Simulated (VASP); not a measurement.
Runs of VASP 6.6.1 on Pd. The structure is that of space group P6/mmm (No. 191), or close to it. The cells are those of the table. 

```csv
task,level,cell,smearing,k mesh for the DOS,occupations for the DOS,gap on the mesh (eV),pressure (GPa)
single point,PBE,"a = 3.904, b = 3.904, c = 2.319 Å, angles 90.0, 90.0, 120.0°, 3 atoms",fermi-dirac 0.1 eV,-,-,none,(a)
single point,PBE,"a = 4.094, b = 4.094, c = 2.434 Å, angles 90.0, 90.0, 120.0°, 3 atoms",fermi-dirac 0.1 eV,-,-,none,97.9
single point,PBE+D3(BJ),"a = 3.904, b = 3.904, c = 2.319 Å, angles 90.0, 90.0, 120.0°, 3 atoms",tetrahedron,-,-,none,197.1
single point,PBE,"a = 4.504, b = 4.504, c = 2.681 Å, angles 90.0, 90.0, 120.0°, 3 atoms",fermi-dirac 0.1 eV,-,-,none,(b)
single point,PBE,"a = 4.428, b = 4.428, c = 2.635 Å, angles 90.0, 90.0, 120.0°, 3 atoms",fermi-dirac 0.1 eV,-,-,none,8.9
```

Alike in all rows: potentials or basis VASP PAW PBE potentials, release 64 (Pd); no spin polarisation; k mesh 9 × 9 × 12; cutoff (eV) 520.

Problem. Estimate the missing entries.

Solution. (a) 213.3; (b) -0.3.

Caveats: pairwise dispersion overbinds metals, which lowers pressure and volume (some runs); tetrahedron occupations give inexact forces and stress in metals (some runs).

A k mesh can miss the band edges, and the runs leave out spin-orbit coupling on Pd.

A gap of «none» marks levels without a gap at the run's occupations.
